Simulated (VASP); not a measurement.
# Si (Im-3m) in VASP: a series of runs

The runs below take Si through single point, relaxation of cell and atoms, with PBEsol.

Program: VASP 6.6.1. These are calculated values, not measurements. Logs are shortened: lines on timing, memory, paths and dates and some standing lists are left out, and cuts for length are marked.

## (1) The cell of the first run

It takes space group Im-3m (No. 229, cubic). The conventional cell has a = 3.172 Å, b = 3.172 Å, c = 3.172 Å, α = 90.00°, β = 90.00°, γ = 90.00°. Si (site symmetry m-3m) has 14 Si at 2.75 to 3.17 Å within 3.6 Å.

## (2) Single point, PBEsol (volume scaled by 1.12)

File INCAR:

```
PREC = Accurate
ENCUT = 520
EDIFF = 1E-6
ISMEAR = -1
SIGMA = 0.1
LREAL = F
LASPH = T
NELM = 100
ALGO = Normal
ISIF = 2
LWAVE = F
LCHARG = F
GGA = PS
NBANDS = 8
```

File KPOINTS:

```
Automatic mesh
0
Gamma
  16 16 16
```

File POSCAR:

```
Si
1.0
   -1.5860014543      1.5860014543      1.5860014543
    1.5860014543     -1.5860014543      1.5860014543
    1.5860014543      1.5860014543     -1.5860014543
Si
1
Direct
    0.0000000000      0.0000000000      0.0000000000
```

Potentials or basis: VASP PAW PBE potentials, release 64 (Si).

Launch:

```
cat potpaw_PBE.64/Si/POTCAR > POTCAR
mpirun -np 1 vasp_std > vasp.out
```

OUTCAR:

```text
PREC = Accurate
   ENCUT = 520
   EDIFF = 1E-6
   ISMEAR = -1
   LREAL = F
   LASPH = T
   NELM = 100
   ISIF = 2
   GGA = PS

 ion  position               nearest neighbor table
   1  0.000  0.000  0.000-

  LATTYP: Found a body centered cubic cell.
 ALAT       =     3.1720029086

  Lattice vectors:

 A1 = (  -1.5860014543,   1.5860014543,   1.5860014543)
 A2 = (   1.5860014543,  -1.5860014543,   1.5860014543)
 A3 = (   1.5860014543,   1.5860014543,  -1.5860014543)

Analysis of symmetry for initial positions (statically):
=====================================================================
 Subroutine PRICEL returns:
 Original cell was already a primitive cell.

 Routine SETGRP: Setting up the symmetry group for a
 body centered cubic supercell.

 Subroutine GETGRP returns: Found 48 space group operations
 (whereof 48 operations were pure point group operations)
 out of a pool of 48 trial point group operations.

The static configuration has the point symmetry O_h .

Analysis of symmetry for dynamics (positions and initial velocities):
=====================================================================
 Subroutine PRICEL returns:
 Original cell was already a primitive cell.

 Routine SETGRP: Setting up the symmetry group for a
 body centered cubic supercell.

 Subroutine GETGRP returns: Found 48 space group operations
 (whereof 48 operations were pure point group operations)
 out of a pool of 48 trial point group operations.

The dynamic configuration has the point symmetry O_h .

 Subroutine INISYM returns: Found 48 space group operations
 (whereof 48 operations are pure point group operations),
 and found     1 'primitive' translations

----------------------------------------------------------------------------------------

                                     Primitive cell

  volume of cell :      15.9577

  direct lattice vectors                    reciprocal lattice vectors
    -1.586001454  1.586001454  1.586001454     0.000000000  0.315258223  0.315258223
     1.586001454 -1.586001454  1.586001454     0.315258223  0.000000000  0.315258223
     1.586001454  1.586001454 -1.586001454     0.315258223  0.315258223  0.000000000

  length of vectors
     2.747035100  2.747035100  2.747035100     0.445842454  0.445842454  0.445842454

  position of ions in fractional coordinates (direct lattice)
     0.000000000  0.000000000  0.000000000

  ion indices of the primitive-cell ions
   primitive index   ion index
                 1           1

----------------------------------------------------------------------------------------

 KPOINTS: Automatic mesh

Automatic generation of k-mesh.
 Grid dimensions read from file:
 generate k-points for:   16   16   16

 Generating k-lattice:

  Cartesian coordinates                     Fractional coordinates (reciprocal lattice)
     0.000000000  0.019703639  0.019703639     0.062500000  0.000000000  0.000000000
     0.019703639  0.000000000  0.019703639     0.000000000  0.062500000  0.000000000
     0.019703639  0.019703639  0.000000000     0.000000000  0.000000000  0.062500000

  Length of vectors
     0.027865153  0.027865153  0.027865153

  Shift w.r.t. Gamma in fractional coordinates (k-lattice)
     0.000000000  0.000000000  0.000000000

 Subroutine IBZKPT returns following result:
 ===========================================

 Found    145 irreducible k-points:

 Following reciprocal coordinates:
            Coordinates               Weight
  0.000000  0.000000  0.000000      1.000000
  0.062500  0.000000  0.000000     12.000000
  0.125000  0.000000  0.000000     12.000000
  0.187500  0.000000  0.000000     12.000000
  0.250000  0.000000  0.000000     12.000000
  0.312500  0.000000  0.000000     12.000000
[... 16 lines left out ...]
  0.187500  0.187500  0.000000     24.000000
  0.250000  0.187500 -0.000000     48.000000
 [... further k-points ...]
   k-points           NKPTS =    145   k-points in BZ     NKDIM =    145   number of bands    NBANDS=      8
   number of dos      NEDOS =    301   number of ions     NIONS =      1
   total plane-waves  NPLWV =   8000
   dimension x,y,z NGX =    20 NGY =   20 NGZ =   20
   dimension x,y,z NGXF=    40 NGYF=   40 NGZF=   40
   ions per type =               1
   NGX,Y,Z   is equivalent  to a cutoff of  12.10, 12.10, 12.10 a.u.
   NGXF,Y,Z  is equivalent  to a cutoff of  24.21, 24.21, 24.21 a.u.
 SYSTEM =  unknown system
   PREC   = accura    normal or accurate (medium, high low for compatibility)
   ISTART =      0    job   : 0-new  1-cont  2-samecut
   ICHARG =      2    charge: 1-file 2-atom 10-const
   ISPIN  =      1    spin polarized calculation?
   LNONCOLLINEAR =      F non collinear calculations
   LSORBIT =      F    spin-orbit coupling
   LASPH  =      T    aspherical Exc in radial PAW
   ENCUT  =  520.0 eV  38.22 Ry    6.18 a.u.   5.11  5.11  5.11*2*pi/ulx,y,z
   NELM   =    100;   NELMIN=  2; NELMDL= -5     # of ELM steps
   EDIFF  = 0.1E-05   stopping-criterion for ELM
   LREAL  =      F    real-space projection
   EDIFFG = 0.1E-04   stopping-criterion for IOM
   NSW    =      0    number of steps for IOM
   IBRION =     -1    ionic relax: 0-MD 1-quasi-New 2-CG
   NFREE  =      0    steps in history (QN), initial steepest desc. (CG)
   ISIF   =      2    stress and relaxation
   ISYM   =      2    0-nonsym 1-usesym 2-fastsym
   POTIM  = 0.5000    time-step for ionic-motion
   TEBEG  =    0.0;   TEEND  =   0.0 temperature during run
   PSTRESS=    0.0 pullay stress
   NELECT =       4.0000    total number of electrons
   NUPDOWN=      -1.0000    fix difference up-down
   EMIN   =  10.00;   EMAX   =-10.00  energy-range for DOS
   EFERMI =   0.00;   METHOD = LEGACY
   ISMEAR =    -1;   SIGMA  =   0.10  broadening in eV -4-tet -1-fermi 0-gaus
   EFERMI_NEDOS =   21; number of points for ismear=-14 and -15
   IALGO  =     38    algorithm
   IMIX   =      4    mixing-type and parameters
     AMIX     =   0.40;   BMIX     =  1.00
     AMIX_MAG =   1.60;   BMIX_MAG =  1.00
  volume/ion in A,a.u.               =      15.96       107.69
  Fermi-wavevector in a.u.,A,eV,Ry     =   1.032218  1.950608 14.496642  1.065473
  Thomas-Fermi vector in A             =   2.166404
   LORBIT       =      0    0 simple, 1 ext, 2 COOP (PROOUT), +10 PAW based schemes
   GGA     = PS    functional components
   LHFCALC =     F    Hartree Fock is set to
   AEXX    =    0.0000 exact exchange contribution
   IVDW    =     0    specifies the selected vdW correction
   LEPSILON=     F    determine dielectric tensor
   LRPA    =     F    only Hartree local field effects (RPA)
 non-spin polarized calculation
  energy-cutoff  :      520.00
  volume of cell :       15.96
 maximum number of plane-waves:       456
   NGX = 11   NGY = 11   NGZ = 11

 number of electron       4.0000001 magnetization

 Free energy of the ion-electron system (eV)
  ---------------------------------------------------
  ext. energy  EPLUGINS =         0.00000000
  ---------------------------------------------------
  free energy    TOTEN  =        -5.30923411 eV

  energy without entropy =       -5.29132492  energy(sigma->0) =       -5.30027952

 E-fermi :   8.7330     XC(G=0): -10.8592

 val. band max:        8.7023595296   @ k =   0.5000   0.5000   0.3750
 cond. band min:       8.7330836698   @ k =  -0.4375   0.5000   0.2500
 fundamental gap:      0.0307241402
 Fermi energy:         8.7329885279

 k-point     1 :       0.0000    0.0000    0.0000
  band No.  band energies     occupation
      1      -4.6936      2.00000
      2      19.0620      0.00000
      3      19.0620      0.00000
      4      19.0620      0.00000
      5      20.9255      0.00000
      6      20.9255      0.00000
      7      20.9255      0.00000
      8      24.3841      0.00000

 k-point     2 :       0.0625    0.0000    0.0000
  band No.  band energies     occupation
      1      -4.5811      2.00000
      2      17.9066      0.00000
      3      18.2814      0.00000
      4      18.9287      0.00000
      5      20.5564      0.00000
      6      21.3846      0.00000
      7      21.8959      0.00000
      8      23.6042      0.00000

 k-point     3 :       0.1250    0.0000    0.0000
  band No.  band energies     occupation
      1      -4.2438      2.00000
      2      15.7309      0.00000
      3      17.1418      0.00000
      4      18.5569      0.00000
      5      19.7220      0.00000
      6      21.2432      0.00000
      7      23.3529      0.00000
      8      23.6021      0.00000

 k-point     4 :       0.1875    0.0000    0.0000
  band No.  band energies     occupation
      1      -3.6829      2.00000
      2      13.2905      0.00000
      3      16.1192      0.00000
      4      18.0351      0.00000
      5      18.7889      0.00000
      6      20.4080      0.00000
      7      24.0093      0.00000
      8      24.2716      0.00000

 k-point     5 :       0.2500    0.0000    0.0000
  band No.  band energies     occupation
      1      -2.9005      2.00000
      2      10.8403      0.00000
      3      15.2689      0.00000
      4      17.4785      0.00000
      5      17.9360      0.00000
      6      19.5930      0.00000
      7      24.7300      0.00000
      8      24.9009      0.00000
[... 177 lines left out ...]
 k-point    22 :       0.4375    0.1250   -0.0000
  band No.  band energies     occupation
      1       2.3698      2.00000
      2       3.0878      2.00000
      3      11.0999      0.00000
      4      14.3782      0.00000
      5      18.4927      0.00000
      6      21.0896      0.00000
      7      26.6775      0.00000
      8      26.8922      0.00000

 k-point    23 :       0.1875    0.1875    0.0000
  band No.  band energies     occupation
      1      -1.6775      2.00000
      2      10.0226      0.00001
      3      10.6669      0.00000
      4      15.1352      0.00000
      5      20.0779      0.00000
      6      21.1829      0.00000
      7      24.8813      0.00000
      8      26.0402      0.00000

 k-point    24 :       0.2500    0.1875   -0.0000
  band No.  band energies     occupation
      1      -0.5738      2.00000
      2       8.0318      1.99820
      3       9.7852      0.00005
      4      14.5831      0.00000
      5      19.9659      0.00000
      6      21.5885      0.00000
      7      25.1385      0.00000
      8      27.1667      0.00000

 [... further k-points ...]
[... 5 lines left out ...]
  --------------------------------------------------------------------------------------
  -------------------------------------------------------------------------------------
  Total       -0.8865203     -0.8865203     -0.8865203     -0.0000000     -0.0000000     -0.0000000
  in kB      -89.0078961    -89.0078961    -89.0078961     -0.0000000     -0.0000000     -0.0000000
  external PRESSURE =     -89.0078961 kB  Pullay stress =       0.0000000 kB

 VOLUME and BASIS-vectors are now :
 -----------------------------------------------------------------------------
  energy-cutoff  :      520.00
  volume of cell :       15.96
      direct lattice vectors                 reciprocal lattice vectors
    -1.586001454  1.586001454  1.586001454     0.000000000  0.315258223  0.315258223
     1.586001454 -1.586001454  1.586001454     0.315258223  0.000000000  0.315258223
     1.586001454  1.586001454 -1.586001454     0.315258223  0.315258223  0.000000000

 POSITION                                       TOTAL-FORCE (eV/Angst)
 -----------------------------------------------------------------------------------
      0.00000      0.00000      0.00000         0.000000     -0.000000     -0.000000
 -----------------------------------------------------------------------------------
    total drift:                                0.000000      0.000000     -0.000000

  FREE ENERGIE OF THE ION-ELECTRON SYSTEM (eV)
  ---------------------------------------------------
  free  energy   TOTEN  =        -5.3092341146 eV

  energy  without entropy=       -5.2913249205  energy(sigma->0) =       -5.30027952
```

Wall time 11 s (1 thread of Intel Xeon 8259CL, shared host); peak memory 0.13 GiB.

Results:

```
Free energy            : -5.3092 eV
Pressure               : -8.9 GPa
Band gap on the k mesh : zero (band 2 reaches 19.06 eV, above the bottom of band 3 at 5.12 eV)
```

Levels at points of the mesh, in eV from the Fermi level:
| k point | band 1 | band 2 | band 3 | band 4 | band 5 | band 6 |
| --- | --- | --- | --- | --- | --- | --- |
| (0.00, 0.00, 0.00) | -13.43 | 10.33 | 10.33 | 10.33 | 12.19 | 12.19 |
| (0.50, 0.00, 0.00) | -6.69 | -5.97 | 5.01 | 7.54 | 7.57 | 9.31 |
| (0.50, 0.50, 0.50) | -0.44 | -0.44 | -0.44 | 0.32 | 2.63 | 2.63 |

Caveat: the PAW data sets were made with another functional, which shifts forces and pressure a little.

(Part 1 of 2 ends here.)
